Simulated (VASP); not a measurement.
A run of VASP 6.6.1 is set up as follows.

The input INCAR:

```
SYSTEM = MnO2
PREC = Accurate
ENCUT = 520
EDIFF = 1E-7
ISMEAR = 0
SIGMA = 0.02
LREAL = .False.
LASPH = .True.
NELM = 150
ALGO = Normal
ISIF = 2
LWAVE = .False.
LCHARG = .False.
ISPIN = 2
MAGMOM = 4 0 0
LORBIT = 11
LMAXMIX = 4
LDAU = .True.
LDAUTYPE = 2
LDAUL = 2 -1
LDAUU = 3.9 0
LDAUJ = 0 0
LDAUPRINT = 1
GGA = PE
NBANDS = 24
```

File KPOINTS:

```
Automatic mesh
0
Gamma
  12 12 6
  0 0 0
```

Contents of POSCAR:

```
MnO2
1.0
    2.7782760195      0.0000000000      0.0000000000
   -1.3891380098      2.4060576116      0.0000000000
    0.0000000000      0.0000000000      4.4752449949
Mn O
1 2
Direct
    0.0000000000      0.0000000000      0.5000000000
    0.6666666667      0.3333333333      0.2937074300
    0.3333333333      0.6666666667      0.7062925700
```

Potentials or basis: VASP PAW PBE potentials, release 64 (Mn_pv, O).

Run with:

```bash
$ cat potpaw_PBE.64/Mn_pv/POTCAR potpaw_PBE.64/O/POTCAR > POTCAR
$ mpirun -np 1 vasp_std > vasp.out
```

(1) Estimate the net moment.

(2) Estimate the pressure.

(3) Predict the site moments.

Answers

(1) 3.00 μB per cell.

(2) 31.9 GPa.

(3) Mn +3.02; O -0.03 μB.

Caveat: the stress differs along the axes, from 23 to 37 GPa; a cell with one magnetic atom can't hold antiferromagnetic order, which such compounds often take.
